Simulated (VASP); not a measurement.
# Mg (P6_3/mmc) in VASP: notebook

Runs on Mg. Level: LDA. Tasks: relaxation of cell and atoms.

Everything below comes from runs of VASP 6.6.1. Logs are shortened: lines on timing, memory, paths and dates and some standing lists are left out, and cuts for length are marked.

## 1. The cell of the first run

The structure is hexagonal, space group P6_3/mmc (No. 194). Conventional cell: a = 3.136 Å, b = 3.136 Å, c = 5.081 Å, α = 90.00°, β = 90.00°, γ = 120.00°. Within 4.1 Å of Mg (site symmetry -6m2) lie 12 Mg at 3.12 to 3.14 Å.

## 2. Relaxation of cell and atoms, LDA, target pressure 7 GPa, at which the enthalpy is minimised

INCAR reads:

```
SYSTEM = Mg
ALGO = Normal
EDIFF = 1E-7
EDIFFG = -0.002
ENCUT = 600
IBRION = 2
ISIF = 3
ISMEAR = -1
LASPH = .TRUE.
LCHARG = .FALSE.
LREAL = .FALSE.
LWAVE = .FALSE.
NELM = 80
NSW = 100
PREC = Accurate
PSTRESS = 70.0
SIGMA = 0.1
```

KPOINTS reads:

```
k-points
0
G
  18 18 10
  0 0 0
```

POSCAR reads:

```
Mg
1.0
    3.1357687887      0.0000000000      0.0000000000
   -1.5678843944      2.7156554314      0.0000000000
    0.0000000000      0.0000000000      5.0810750094
Mg
2
Direct
    0.3333333333      0.6666666667      0.2500000000
    0.6666666667      0.3333333333      0.7500000000
```

Potentials or basis: VASP PAW LDA potentials, release 64 (Mg).

On the command line:

```bash
$ cat potpaw_LDA.64/Mg/POTCAR > POTCAR
$ mpirun -np 1 vasp_std > vasp.out
```

OUTCAR:

```text
SYSTEM = Mg
   EDIFF = 1E-7
   EDIFFG = -0.002
   ENCUT = 600
   IBRION = 2
   ISIF = 3
   ISMEAR = -1
   LASPH = .TRUE.
   LREAL = .FALSE.
   NELM = 80
   NSW = 100
   PREC = Accurate
   PSTRESS = 70.0

 ion  position               nearest neighbor table
   1  0.333  0.667  0.250-   2 3.12   2 3.12   2 3.12   2 3.12   2 3.12   2 3.12
   2  0.667  0.333  0.750-   1 3.12   1 3.12   1 3.12   1 3.12   1 3.12   1 3.12

  LATTYP: Found a hexagonal cell.
 ALAT       =     3.1357687887
 C/A-ratio  =     1.6203602216

  Lattice vectors:

 A1 = (   3.1357687887,   0.0000000000,   0.0000000000)
 A2 = (  -1.5678843944,   2.7156554314,   0.0000000000)
 A3 = (   0.0000000000,   0.0000000000,   5.0810750094)

Analysis of symmetry for initial positions (statically):
=====================================================================
 Subroutine PRICEL returns:
 Original cell was already a primitive cell.

 Routine SETGRP: Setting up the symmetry group for a
 hexagonal supercell.

 Subroutine GETGRP returns: Found 24 space group operations
 (whereof 12 operations were pure point group operations)
 out of a pool of 24 trial point group operations.

The static configuration has the point symmetry D_3d.
 The point group associated with its full space group is D_6h.

Analysis of symmetry for dynamics (positions and initial velocities):
=====================================================================
 Subroutine PRICEL returns:
 Original cell was already a primitive cell.

 Routine SETGRP: Setting up the symmetry group for a
 hexagonal supercell.

 Subroutine GETGRP returns: Found 24 space group operations
 (whereof 12 operations were pure point group operations)
 out of a pool of 24 trial point group operations.

The dynamic configuration has the point symmetry D_3d.
 The point group associated with its full space group is D_6h.

 Subroutine INISYM returns: Found 24 space group operations
 (whereof 12 operations are pure point group operations),
 and found     1 'primitive' translations

----------------------------------------------------------------------------------------

                                     Primitive cell

  volume of cell :      43.2687

  direct lattice vectors                    reciprocal lattice vectors
     3.135768789  0.000000000  0.000000000     0.318901063  0.184117615  0.000000000
    -1.567884394  2.715655431  0.000000000     0.000000000  0.368235229  0.000000000
     0.000000000  0.000000000  5.081075009     0.000000000  0.000000000  0.196808746

  length of vectors
     3.135768789  3.135768789  5.081075009     0.368235229  0.368235229  0.196808746

  position of ions in fractional coordinates (direct lattice)
     0.333333333  0.666666667  0.250000000
     0.666666667  0.333333333  0.750000000

  ion indices of the primitive-cell ions
   primitive index   ion index
                 1           1
                 2           2

----------------------------------------------------------------------------------------

 KPOINTS: k-points

Automatic generation of k-mesh.
 Grid dimensions read from file:
 generate k-points for:   18   18   10

 Generating k-lattice:

  Cartesian coordinates                     Fractional coordinates (reciprocal lattice)
     0.017716726  0.010228756  0.000000000     0.055555556  0.000000000  0.000000000
     0.000000000  0.020457513  0.000000000     0.000000000  0.055555556  0.000000000
     0.000000000  0.000000000  0.019680875     0.000000000  0.000000000  0.100000000

  Length of vectors
     0.020457513  0.020457513  0.019680875

  Shift w.r.t. Gamma in fractional coordinates (k-lattice)
     0.000000000  0.000000000  0.000000000

 Subroutine IBZKPT returns following result:
 ===========================================

 Found    222 irreducible k-points:

 Following reciprocal coordinates:
            Coordinates               Weight
  0.000000  0.000000  0.000000      1.000000
  0.055556  0.000000  0.000000      6.000000
  0.111111  0.000000  0.000000      6.000000
  0.166667  0.000000  0.000000      6.000000
  0.222222  0.000000  0.000000      6.000000
  0.277778  0.000000  0.000000      6.000000
[... 16 lines left out ...]
  0.333333  0.111111  0.000000     12.000000
  0.388889  0.111111  0.000000     12.000000
 [... further k-points ...]
   k-points           NKPTS =    222   k-points in BZ     NKDIM =    222   number of bands    NBANDS=      6
   number of dos      NEDOS =    301   number of ions     NIONS =      2
   total plane-waves  NPLWV =  32928
   dimension x,y,z NGX =    28 NGY =   28 NGZ =   42
   dimension x,y,z NGXF=    56 NGYF=   56 NGZF=   84
   ions per type =               2
   NGX,Y,Z   is equivalent  to a cutoff of  14.84, 14.84, 13.74 a.u.
   NGXF,Y,Z  is equivalent  to a cutoff of  29.69, 29.69, 27.48 a.u.
 SYSTEM =  Mg
   PREC   = accura    normal or accurate (medium, high low for compatibility)
   ISTART =      0    job   : 0-new  1-cont  2-samecut
   ICHARG =      2    charge: 1-file 2-atom 10-const
   ISPIN  =      1    spin polarized calculation?
   LNONCOLLINEAR =      F non collinear calculations
   LSORBIT =      F    spin-orbit coupling
   LASPH  =      T    aspherical Exc in radial PAW
   ENCUT  =  600.0 eV  44.10 Ry    6.64 a.u.   6.26  6.26 10.15*2*pi/ulx,y,z
   NELM   =     80;   NELMIN=  2; NELMDL= -5     # of ELM steps
   EDIFF  = 0.1E-06   stopping-criterion for ELM
   LREAL  =      F    real-space projection
   EDIFFG = -.2E-02   stopping-criterion for IOM
   NSW    =    100    number of steps for IOM
   IBRION =      2    ionic relax: 0-MD 1-quasi-New 2-CG
   NFREE  =      1    steps in history (QN), initial steepest desc. (CG)
   ISIF   =      3    stress and relaxation
   ISYM   =      2    0-nonsym 1-usesym 2-fastsym
   POTIM  = 0.5000    time-step for ionic-motion
   TEBEG  =    0.0;   TEEND  =   0.0 temperature during run
   PSTRESS=   70.0 pullay stress
   NELECT =       4.0000    total number of electrons
   NUPDOWN=      -1.0000    fix difference up-down
   EMIN   =  10.00;   EMAX   =-10.00  energy-range for DOS
   EFERMI =   0.00;   METHOD = LEGACY
   ISMEAR =    -1;   SIGMA  =   0.10  broadening in eV -4-tet -1-fermi 0-gaus
   EFERMI_NEDOS =   21; number of points for ismear=-14 and -15
   IALGO  =     38    algorithm
   IMIX   =      4    mixing-type and parameters
     AMIX     =   0.40;   BMIX     =  1.00
     AMIX_MAG =   1.60;   BMIX_MAG =  1.00
  volume/ion in A,a.u.               =      21.63       146.00
  Fermi-wavevector in a.u.,A,eV,Ry     =   0.740236  1.398843  7.455298  0.547949
  Thomas-Fermi vector in A             =   1.834590
   LORBIT       =      0    0 simple, 1 ext, 2 COOP (PROOUT), +10 PAW based schemes
   GGA     = CA    functional components
   LHFCALC =     F    Hartree Fock is set to
   AEXX    =    0.0000 exact exchange contribution
   IVDW    =     0    specifies the selected vdW correction
   LEPSILON=     F    determine dielectric tensor
   LRPA    =     F    only Hartree local field effects (RPA)
 conjugate gradient relaxation of ions
 non-spin polarized calculation
  energy-cutoff  :      600.00
  volume of cell :       43.27
 maximum number of plane-waves:      1466
 NGX is ok and might be reduce to    28
   NGX = 13   NGY = 13   NGZ = 21

--------------------------------------- Ionic step        1  -------------------------------------------

 number of electron       4.0000000 magnetization

 Free energy of the ion-electron system (eV)
  ---------------------------------------------------
  ext. energy  EPLUGINS =         0.00000000
  ---------------------------------------------------
  free energy    TOTEN  =        -3.63398385 eV

  energy without entropy =       -3.60744230  energy(sigma->0) =       -3.62071308

------------------------ aborting loop because EDIFF is reached ----------------------------------------

  FORCE on cell =-STRESS in cart. coord.  units (eV):
  Direction    XX          YY          ZZ          XY          YZ          ZX
  --------------------------------------------------------------------------------------
  -------------------------------------------------------------------------------------
  Total       -0.0877980     -0.0877980     -0.0929679      0.0000000      0.0000000      0.0000000
  in kB       -3.2510302     -3.2510302     -3.4424646      0.0000000      0.0000000      0.0000000
  external PRESSURE =     -73.3148417 kB  Pullay stress =      70.0000000 kB
[... 289 lines left out ...]
  enthalpy is  TOTEN    =        -1.8871261693 eV   P V=        1.6445070056

--------------------------------------- Ionic step        9  -------------------------------------------

 number of electron       4.0000000 magnetization

 Free energy of the ion-electron system (eV)
  ---------------------------------------------------
  ext. energy  EPLUGINS =         0.00000000
  ---------------------------------------------------
  free energy    TOTEN  =        -3.53080740 eV

  energy without entropy =       -3.50763768  energy(sigma->0) =       -3.51922254

 E-fermi :   3.5858     XC(G=0):  -9.3454

 val. band max:        3.5719805378   @ k =   0.3889   0.0000   0.0000
 cond. band min:       3.6007753818   @ k =   0.5000   0.0000   0.4000
 fundamental gap:      0.0287948440
 Fermi energy:         3.5857843149

 k-point     1 :       0.0000    0.0000    0.0000
  band No.  band energies     occupation
      1      -4.2284      2.00000
      2       1.6288      2.00000
      3       2.3640      1.99999
      4      15.6254      0.00000
      5      15.6254      0.00000
      6      16.0985      0.00000

 k-point     2 :       0.0556    0.0000    0.0000
  band No.  band energies     occupation
      1      -4.1592      2.00000
      2       1.6901      2.00000
      3       2.4301      1.99998
      4      14.1832      0.00000
      5      14.9193      0.00000
      6      15.7607      0.00000
[... 190 lines left out ...]
 k-point    24 :       0.3889    0.1111    0.0000
  band No.  band energies     occupation
      1       0.2718      2.00000
      2       2.5581      1.99993
      3       5.7698      0.00000
      4       6.6320      0.00000
      5       8.0228      0.00000
      6       8.0502      0.00000

 [... further k-points ...]

------------------------ aborting loop because EDIFF is reached ----------------------------------------

  FORCE on cell =-STRESS in cart. coord.  units (eV):
  Direction    XX          YY          ZZ          XY          YZ          ZX
  --------------------------------------------------------------------------------------
  -------------------------------------------------------------------------------------
  Total        1.6425515      1.6425515      1.6459682     -0.0000000     -0.0000000     -0.0000000
  in kB       69.9519743     69.9519743     70.0974802     -0.0000000     -0.0000000     -0.0000000
  external PRESSURE =       0.0004762 kB  Pullay stress =      70.0000000 kB
[... 17 lines left out ...]
  FREE ENERGIE OF THE ION-ELECTRON SYSTEM (eV)
  ---------------------------------------------------
  free  energy   TOTEN  =        -3.5308073958 eV

  energy  without entropy=       -3.5076376834  energy(sigma->0) =       -3.51922254

  enthalpy is  TOTEN    =        -1.8871281865 eV   P V=        1.6436792093

 reached required accuracy - stopping structural energy minimisation
```

It took 2 min on 1 thread of Intel Xeon Platinum 8488C (Sapphire Rapids), shared host; peak memory 0.22 GiB.

What came out:

```
Free energy                                                : -3.5308 eV
Relaxed volume                                             : 18.81 Å³/atom
Relaxed cell                                               : a = 2.995 Å, b = 2.995 Å, c = 4.843 Å, α = 90.00°, β = 90.00°, γ = 120.00°
Space group after relaxing (to 0.1 Å)                      : P6_3/mmc (No. 194)
Energy change on relaxing (the run minimises the enthalpy) : +51.6 meV/atom
Ionic steps                                                : 9
Pressure after relaxing                                    : 7.0 GPa
Band gap on the k mesh                                     : zero (bands 2 and 3 overlap by 2.23 eV)
```

The path:
| step | energy change (eV) | largest force (eV/Å) | pressure (GPa) | volume (Å³) |
| --- | --- | --- | --- | --- |
| 1 | 0.0000 | 0.0000 | -0.33 | 43.27 |
| 2 | 0.1149 | 0.0000 | 7.47 | 37.36 |
| 3 | 0.1035 | 0.0000 | 7.01 | 37.61 |
| 4 | 0.0988 | 0.0000 | 6.82 | 37.72 |
| 5 | 0.0989 | 0.0000 | 6.83 | 37.72 |
| 6 | 0.0991 | 0.0000 | 6.83 | 37.71 |
| 7 | 0.0999 | 0.0000 | 6.87 | 37.70 |
| 8 | 0.1024 | 0.0000 | 6.97 | 37.64 |
| 9 | 0.1032 | 0.0000 | 7.00 | 37.62 |

Final structure:
```
CELL_PARAMETERS angstrom
2.99488 0.00000 0.00000
-1.49744 2.59365 0.00000
0.00000 0.00000 4.84327
ATOMIC_POSITIONS crystal
Mg 0.33333 0.66667 0.25000
Mg 0.66667 0.33333 0.75000
```

Caveat: the cell is relaxed towards a set pressure, so the run minimises the enthalpy, not the energy.

(Continued in part 2 of 3.)

The gap in the log of VASP goes by the Fermi energy; the results here count the filled bands.